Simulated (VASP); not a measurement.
A run of VASP 6.6.1:

Contents of POSCAR:

```
ZrC
1.0
    2.8965509880      0.0000000000      0.0000000000
    0.0000000000      2.8965509880      0.0000000000
    0.0000000000      0.0000000000      2.8965509880
Zr C
1 1
Direct
    0.0000000000      0.0000000000      0.0000000000
    0.5000000000      0.5000000000      0.5000000000
```

Contents of INCAR.step1:

```
ALGO     = Normal         # electronic algorithm
EDIFF    = 1E-5           # SCF threshold, eV
ENCUT    = 660            # plane-wave cutoff, eV
GGA      = PE             # functional
GGA_COMPAT= F            
ISMEAR   = 0              # smearing method
LASPH    = T              # aspherical terms in the spheres
LCHARG   = F              # write CHGCAR
LREAL    = F              # projectors in reciprocal space
LWAVE    = T              # write WAVECAR
NBANDS   = 15             # bands
NELM     = 120            # most SCF steps
PREC     = Accurate       # precision mode
SIGMA    = 0.05           # smearing width, eV
```

Contents of INCAR.step2:

```
ALGO     = Normal         # electronic algorithm
EDIFF    = 1E-6           # SCF threshold, eV
ENCUT    = 660            # plane-wave cutoff, eV
GGA_COMPAT= F            
ISIF     = 2              # what is computed and relaxed
ISMEAR   = 0              # smearing method
ISTART   = 1            
LASPH    = T              # aspherical terms in the spheres
LCHARG   = F              # write CHGCAR
LMIXTAU  = T            
LREAL    = F              # projectors in reciprocal space
LWAVE    = F              # write WAVECAR
METAGGA  = R2SCAN         # meta-GGA
NBANDS   = 15             # bands
NELM     = 120            # most SCF steps
PREC     = Accurate       # precision mode
SIGMA    = 0.05           # smearing width, eV
```

KPOINTS

```
k-points
0
Gamma
  12 12 12
```

Potentials or basis: VASP PAW PBE potentials, release 64 (Zr_sv, C).

Command:

```sh
$ cat potpaw_PBE.64/Zr_sv/POTCAR potpaw_PBE.64/C/POTCAR > POTCAR
$ cp INCAR.step1 INCAR
$ mpirun -np 1 vasp_std > vasp.out
$ cp INCAR.step2 INCAR
$ mpirun -np 1 vasp_std > vasp.out
```

Hardware: 1 thread of Intel Xeon 8259CL, with other jobs on the host.

How long does it take, and how much memory?

Wall time 2.5 min on 1 thread of Intel Xeon 8259CL, on a shared host, peak memory 0.18 GiB. Counts: k points 84.
